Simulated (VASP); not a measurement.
# GaSb (I-4m2) in VASP: further runs

GaSb is run at these levels: PBE; tasks: single point, relaxation of cell and atoms.

All numbers are computed with VASP 6.6.1; they aren't measurements. Logs are shortened: lines on timing, memory, paths and dates and some standing lists are left out, and cuts for length are marked.

### 1 The cell of the first run

The structure is tetragonal, space group I-4m2 (No. 119). Conventional cell: a = 5.531 Å, b = 5.531 Å, c = 3.162 Å, α = 90.00°, β = 90.00°, γ = 90.00°. Within 3.8 Å of Ga (site symmetry -4m2) lie 8 Sb at 2.88 to 3.64 Å and 2 Ga at 3.16 Å. Within 3.8 Å of Sb (site symmetry -4m2) lie 8 Ga at 2.88 to 3.64 Å and 2 Sb at 3.16 Å.

### 2 Single point, PBE

File INCAR:

```
SYSTEM = GaSb
ALGO     = Normal         ! electronic algorithm
EDIFF    = 1E-6           ! SCF threshold, eV
ENCUT    = 520            ! plane-wave cutoff, eV
GGA      = PE             ! functional
ISIF     = 2              ! what is computed and relaxed
ISMEAR   = 0              ! smearing method
LASPH    = .True.         ! aspherical terms in the spheres
LCHARG   = .False.        ! write CHGCAR
LREAL    = .False.        ! projectors in reciprocal space
LWAVE    = .False.        ! write WAVECAR
NBANDS   = 16             ! bands
NELM     = 100            ! most SCF steps
PREC     = Accurate       ! precision mode
SIGMA    = 0.15           ! smearing width, eV
```

File KPOINTS:

```
k-points
0
Gamma
  16 16 16
  0 0 0
```

File POSCAR:

```
GaSb
1.0
   -2.7657340133      2.7657340133      1.5810862174
    2.7657340133     -2.7657340133      1.5810862174
    2.7657340133      2.7657340133     -1.5810862174
Ga Sb
1 1
Direct
    0.2500000000      0.7500000000      0.5000000000
    0.0000000000      0.0000000000      0.0000000000
```

Potentials or basis: VASP PAW PBE potentials, release 64 (Ga_d, Sb).

Run with:

```console
$ cat potpaw_PBE.64/Ga_d/POTCAR potpaw_PBE.64/Sb/POTCAR > POTCAR
$ mpirun -np 1 vasp_std > vasp.out
```

OUTCAR:

```text
SYSTEM = GaSb
   EDIFF = 1E-6
   ENCUT = 520
   GGA = PE
   ISIF = 2
   ISMEAR = 0
   LASPH = .True.
   LREAL = .False.
   NELM = 100
   PREC = Accurate

 ion  position               nearest neighbor table
   1  0.250  0.750  0.500-   2 2.88   2 2.88   2 2.88   2 2.88
   2  0.000  0.000  0.000-   1 2.88   1 2.88   1 2.88   1 2.88

  LATTYP: Found a body centered tetragonal cell.
 ALAT       =     5.5314680266
 C/A-ratio  =     0.5716696580

  Lattice vectors:

 A1 = (  -2.7657340133,   2.7657340133,   1.5810862174)
 A2 = (   2.7657340133,  -2.7657340133,   1.5810862174)
 A3 = (   2.7657340133,   2.7657340133,  -1.5810862174)

Analysis of symmetry for initial positions (statically):
=====================================================================
 Subroutine PRICEL returns:
 Original cell was already a primitive cell.

 Routine SETGRP: Setting up the symmetry group for a
 body centered tetragonal supercell.

 Subroutine GETGRP returns: Found  8 space group operations
 (whereof  8 operations were pure point group operations)
 out of a pool of 16 trial point group operations.

The static configuration has the point symmetry D_2d.

Analysis of symmetry for dynamics (positions and initial velocities):
=====================================================================
 Subroutine PRICEL returns:
 Original cell was already a primitive cell.

 Routine SETGRP: Setting up the symmetry group for a
 body centered tetragonal supercell.

 Subroutine GETGRP returns: Found  8 space group operations
 (whereof  8 operations were pure point group operations)
 out of a pool of 16 trial point group operations.

The dynamic configuration has the point symmetry D_2d.

 Subroutine INISYM returns: Found  8 space group operations
 (whereof  8 operations are pure point group operations),
 and found     1 'primitive' translations

----------------------------------------------------------------------------------------

                                     Primitive cell

  volume of cell :      48.3767

  direct lattice vectors                    reciprocal lattice vectors
    -2.765734013  2.765734013  1.581086217     0.000000000  0.180783834  0.316238289
     2.765734013 -2.765734013  1.581086217     0.180783834  0.000000000  0.316238289
     2.765734013  2.765734013 -1.581086217     0.180783834  0.180783834  0.000000000

  length of vectors
     4.218815342  4.218815342  4.218815342     0.364265631  0.364265631  0.255666951

  position of ions in fractional coordinates (direct lattice)
     0.250000000  0.750000000  0.500000000
     0.000000000  0.000000000  0.000000000

[... 77 lines left out ...]
   LREAL  =      F    real-space projection
   EDIFFG = 0.1E-04   stopping-criterion for IOM
   NSW    =      0    number of steps for IOM
   IBRION =     -1    ionic relax: 0-MD 1-quasi-New 2-CG
   NFREE  =      0    steps in history (QN), initial steepest desc. (CG)
   ISIF   =      2    stress and relaxation
   ISYM   =      2    0-nonsym 1-usesym 2-fastsym
   POTIM  = 0.5000    time-step for ionic-motion
   TEBEG  =    0.0;   TEEND  =   0.0 temperature during run
   PSTRESS=    0.0 pullay stress
   NELECT =      18.0000    total number of electrons
   NUPDOWN=      -1.0000    fix difference up-down
   EMIN   =  10.00;   EMAX   =-10.00  energy-range for DOS
   EFERMI =   0.00;   METHOD = LEGACY
   ISMEAR =     0;   SIGMA  =   0.15  broadening in eV -4-tet -1-fermi 0-gaus
   EFERMI_NEDOS =   21; number of points for ismear=-14 and -15
   IALGO  =     38    algorithm
   IMIX   =      4    mixing-type and parameters
     AMIX     =   0.40;   BMIX     =  1.00
     AMIX_MAG =   1.60;   BMIX_MAG =  1.00
  volume/ion in A,a.u.               =      24.19       163.23
  Fermi-wavevector in a.u.,A,eV,Ry     =   1.177480  2.225115 18.863922  1.386459
  Thomas-Fermi vector in A             =   2.313826
   LORBIT       =      0    0 simple, 1 ext, 2 COOP (PROOUT), +10 PAW based schemes
   GGA     = PE    functional components
   LHFCALC =     F    Hartree Fock is set to
   AEXX    =    0.0000 exact exchange contribution
   IVDW    =     0    specifies the selected vdW correction
   LEPSILON=     F    determine dielectric tensor
   LRPA    =     F    only Hartree local field effects (RPA)
 non-spin polarized calculation
 Gauss-broadening in eV      SIGMA  =   0.15
  energy-cutoff  :      520.00
  volume of cell :       48.38
 maximum number of plane-waves:      1324
   NGX = 15   NGY = 15   NGZ = 15

 number of electron      17.9999991 magnetization

 Free energy of the ion-electron system (eV)
  ---------------------------------------------------
  ext. energy  EPLUGINS =         0.00000000
  ---------------------------------------------------
  free energy    TOTEN  =        -6.99424142 eV

  energy without entropy =       -6.98518332  energy(sigma->0) =       -6.98971237

 E-fermi :   6.5271     XC(G=0): -10.2234

 val. band max:        6.5250795626   @ k =  -0.4375   0.4375   0.1250
 cond. band min:       6.5280049058   @ k =  -0.4375   0.0625  -0.0000
 fundamental gap:      0.0029253432
 Fermi energy:         6.5270580764

 k-point     1 :       0.0000    0.0000    0.0000
  band No.  band energies     occupation
      1      -8.4216      2.00000
      2      -8.3341      2.00000
      3      -8.3272      2.00000
      4      -8.3052      2.00000
      5      -8.3052      2.00000
      6      -5.3932      2.00000
[... 433 lines left out ...]
      3      -8.3267      2.00000
      4      -8.3053      2.00000
      5      -8.3049      2.00000
      6      -5.3594      2.00000
[... 8 lines left out ...]
     15      16.2987      0.00000
     16      17.1524      0.00000

 [... further k-points ...]

------------------------ aborting loop because EDIFF is reached ----------------------------------------

  FORCE on cell =-STRESS in cart. coord.  units (eV):
  Direction    XX          YY          ZZ          XY          YZ          ZX
  --------------------------------------------------------------------------------------
  -------------------------------------------------------------------------------------
  Total        0.0069132      0.0069132     -0.0054313      0.0000000     -0.0000000      0.0000000
  in kB        0.2289583      0.2289583     -0.1798780      0.0000000     -0.0000000      0.0000000
  external PRESSURE =       0.0926795 kB  Pullay stress =       0.0000000 kB

 VOLUME and BASIS-vectors are now :
 -----------------------------------------------------------------------------
  energy-cutoff  :      520.00
  volume of cell :       48.38
      direct lattice vectors                 reciprocal lattice vectors
    -2.765734013  2.765734013  1.581086217     0.000000000  0.180783834  0.316238289
     2.765734013 -2.765734013  1.581086217     0.180783834  0.000000000  0.316238289
     2.765734013  2.765734013 -1.581086217     0.180783834  0.180783834  0.000000000

 POSITION                                       TOTAL-FORCE (eV/Angst)
 -----------------------------------------------------------------------------------
      2.76573     -0.00000      0.79054        -0.000000      0.000000     -0.000000
      0.00000      0.00000      0.00000         0.000000     -0.000000      0.000000
 -----------------------------------------------------------------------------------
    total drift:                                0.000000     -0.000000      0.000000

  FREE ENERGIE OF THE ION-ELECTRON SYSTEM (eV)
  ---------------------------------------------------
  free  energy   TOTEN  =        -6.9942414244 eV

  energy  without entropy=       -6.9851833185  energy(sigma->0) =       -6.98971237
```

OSZICAR:

```text
N       E                     dE             d eps       ncg     rms          rms(c)
DAV:   1     0.831398122779E+02    0.83140E+02   -0.82552E+03 11216   0.147E+03
DAV:   2    -0.812053440196E+00   -0.83952E+02   -0.81108E+02 13120   0.319E+02
DAV:   3    -0.690562712391E+01   -0.60936E+01   -0.60659E+01 13328   0.636E+01
DAV:   4    -0.701073284752E+01   -0.10511E+00   -0.10509E+00 13888   0.925E+00
DAV:   5    -0.701311052899E+01   -0.23777E-02   -0.23776E-02 14080   0.125E+00    0.240E+00
DAV:   6    -0.699676857401E+01    0.16342E-01   -0.37140E-02 14712   0.310E+00    0.136E+00
DAV:   7    -0.699425536251E+01    0.25132E-02   -0.11830E-02 16320   0.114E+00    0.245E-01
DAV:   8    -0.699422524426E+01    0.30118E-04   -0.15135E-03 14528   0.489E-01    0.395E-02
DAV:   9    -0.699424072459E+01   -0.15480E-04   -0.98857E-05 13664   0.781E-02    0.189E-02
DAV:  10    -0.699424142441E+01   -0.69982E-06   -0.60547E-06 14592   0.190E-02
   1 F= -.69942414E+01 E0= -.69897124E+01  d E =-.905811E-02
```

stdout:

```text
POSCAR found type information on POSCAR GaSb
 POSCAR found :  2 types and       2 ions
 scaLAPACK will be used
 LDA part: xc-table for (Slater+PW92), standard interpolation
 POSCAR, INCAR and KPOINTS ok, starting setup
 FFT: planning ... GRIDC
 FFT: planning ... GRID_SOFT
 FFT: planning ... GRID
 WAVECAR not read
 entering main loop
```

It took 55 s on 1 thread of Intel Xeon 6975P-C (Granite Rapids), shared host; peak memory 0.4 GiB.

What came out:

- Free energy: -6.9942 eV
- Pressure: 0.0 GPa
- Band gap on the k mesh: zero (band 9 reaches 8.29 eV, above the bottom of band 10 at 3.61 eV)

Caveat: spin-orbit coupling is left out, which moves the levels of the heavy elements.

### 3 Single point, PBE

File INCAR:

```
SYSTEM = GaSb
PREC     = Accurate       ! precision mode
ENCUT    = 520            ! plane-wave cutoff, eV
EDIFF    = 1E-6           ! SCF threshold, eV
ISMEAR   = 0              ! smearing method
SIGMA    = 0.1            ! smearing width, eV
LREAL    = .FALSE.        ! projectors in reciprocal space
LASPH    = .TRUE.         ! aspherical terms in the spheres
NELM     = 100            ! most SCF steps
ALGO     = Normal         ! electronic algorithm
ISIF     = 2              ! what is computed and relaxed
LWAVE    = .FALSE.        ! write WAVECAR
LCHARG   = .FALSE.        ! write CHGCAR
GGA      = PE             ! functional
NBANDS   = 16             ! bands
```

File KPOINTS:

```
regular mesh
0
G
  16 16 16
  0 0 0
```

POSCAR is that of step 2.

Potentials or basis: VASP PAW PBE potentials, release 64 (Ga_d, Sb).

Run with:

```console
$ cat potpaw_PBE.64/Ga_d/POTCAR potpaw_PBE.64/Sb/POTCAR > POTCAR
$ mpirun -np 1 vasp_std > vasp.out
```

Wall time 55 s (1 thread of Intel Xeon 6975P-C (Granite Rapids), shared host); peak memory 0.4 GiB.

Results (log left out):

| Quantity | Value |
| --- | --- |
| Free energy | -6.9917 eV |
| Pressure | 0.0 GPa |
| Band gap on the k mesh | zero (band 9 reaches 8.29 eV, above the bottom of band 10 at 3.61 eV) |

Levels at points of the mesh, in eV from the Fermi level:
```tsv
k point	band 5	band 6	band 7	band 8	band 9	band 10	band 11	band 12	band 13	band 14
(0.00, 0.00, 0.00)	-14.83	-11.92	-3.04	-1.89	-1.89	3.41	5.13	7.04	7.04	7.60
(0.50, 0.00, 0.00)	-14.80	-8.24	-5.56	-2.46	-1.43	-1.15	2.43	3.25	5.08	7.97
(0.50, 0.50, 0.00)	-14.82	-10.47	-8.01	-0.04	1.77	2.05	2.29	4.66	6.67	8.51
(0.50, 0.50, 0.50)	-14.82	-9.35	-5.94	-4.94	-4.94	3.60	5.10	10.24	10.24	12.53
```

Caveat: spin-orbit coupling is left out, which moves the levels of the heavy elements.

### 4 Relaxation of cell and atoms, PBE

This run uses another cell than the first one, of 24.12 Å³/atom, 0.997 times its volume.

File INCAR:

```
PREC = Accurate
ENCUT = 600
EDIFF = 1E-6
ISMEAR = 0
SIGMA = 0.1
LREAL = F
LASPH = T
NELM = 100
ALGO = Normal
ISIF = 3
LWAVE = F
LCHARG = F
GGA = PE
IBRION = 2
NSW = 100
EDIFFG = -0.005
```

File KPOINTS:

```
regular mesh
0
Gamma
  16 16 16
```

File POSCAR:

```
GaSb
1.0
   -2.7534340000      2.7534340000      1.5907070000
    2.7534340000     -2.7534340000      1.5907070000
    2.7534340000      2.7534340000     -1.5907070000
Ga Sb
1 1
Direct
    0.2500000000      0.7500000000      0.5000000000
    0.0000000000      0.0000000000      0.0000000000
```

Run with:

```console
$ cat potpaw_PBE.64/Ga_d/POTCAR potpaw_PBE.64/Sb/POTCAR > POTCAR
$ mpirun -np 1 vasp_std > vasp.out
```

Wall time 3.9 min (1 thread of Intel Xeon 6975P-C (Granite Rapids), shared host); peak memory 0.45 GiB.

It converged, with:

* Free energy: -6.9916 eV
* Relaxed volume: 24.19 Å³/atom
* Relaxed cell: a = 4.220 Å, b = 4.220 Å, c = 4.220 Å, α = 98.06°, β = 98.06°, γ = 136.03°
* Space group after relaxing (to 0.05 Å): I-4m2 (No. 119)
* Energy gained by relaxing: 0.4 meV/atom
* Ionic steps: 5
* Pressure after relaxing: 0.0 GPa
* Band gap on the k mesh: zero (band 9 reaches 8.29 eV, above the bottom of band 10 at 3.61 eV)

Step by step:
```csv
step,energy change (eV),largest force (eV/Å),pressure (GPa),volume (Å³)
1,0.0000,0.0000,0.20,48.24
2,-0.0005,0.0000,-0.05,48.45
3,-0.0006,0.0000,-0.17,48.55
4,-0.0008,0.0000,-0.06,48.43
5,-0.0008,0.0000,-0.01,48.38
```

Final structure:
```cif
data_structure
_symmetry_space_group_name_H-M 'P 1'
_symmetry_Int_Tables_number 1
_cell_length_a 4.2199
_cell_length_b 4.2199
_cell_length_c 4.2199
_cell_angle_alpha 98.057
_cell_angle_beta 98.057
_cell_angle_gamma 136.027
_cell_volume 48.38
loop_
_atom_site_label
_atom_site_type_symbol
_atom_site_fract_x
_atom_site_fract_y
_atom_site_fract_z
_atom_site_occupancy
Ga1 Ga 0.25000 0.75000 0.50000 1
Sb1 Sb 0.00000 0.00000 0.00000 1
```

Levels at points of the mesh, in eV from the Fermi level:
```csv
k point,band 6,band 7,band 8,band 9,band 10,band 11,band 12,band 13
"(0.00, 0.00, 0.00)",-11.92,-3.05,-1.89,-1.89,3.40,5.14,7.03,7.03
"(0.50, 0.00, 0.00)",-8.23,-5.56,-2.46,-1.43,-1.15,2.43,3.24,5.08
"(0.50, 0.50, 0.00)",-10.48,-8.01,-0.04,1.77,2.04,2.28,4.67,6.69
"(0.50, 0.50, 0.50)",-9.36,-5.95,-4.94,-4.94,3.62,5.12,10.22,10.22
```

Caveat: spin-orbit coupling is left out, which moves the levels of the heavy elements.

### 5 Summary

| task | cell | cutoff (eV) | smearing | gap on the mesh (eV) | pressure (GPa) |
| --- | --- | --- | --- | --- | --- |
| single point | a = 4.219 Å, angles 98.1, 98.1, 136.0°, 2 atoms | 520 | gaussian 0.15 eV | none | 0.0 |
| single point | a = 4.219 Å, angles 98.1, 98.1, 136.0°, 2 atoms | 520 | gaussian 0.1 eV | none | 0.0 |
| relaxation of cell and atoms | relaxed from a = 4.206 Å, angles 98.2, 98.2, 135.6°, 2 atoms | 600 | gaussian 0.1 eV | none | 0.0 |

Alike in all rows: level PBE; potentials or basis VASP PAW PBE potentials, release 64 (Ga_d, Sb); no spin polarisation; k mesh 16 × 16 × 16.

Caveats: spin-orbit coupling is left out, which moves the levels of the heavy elements.

Total energies depend on the potentials used, so only differences within one code and one set of settings carry meaning.
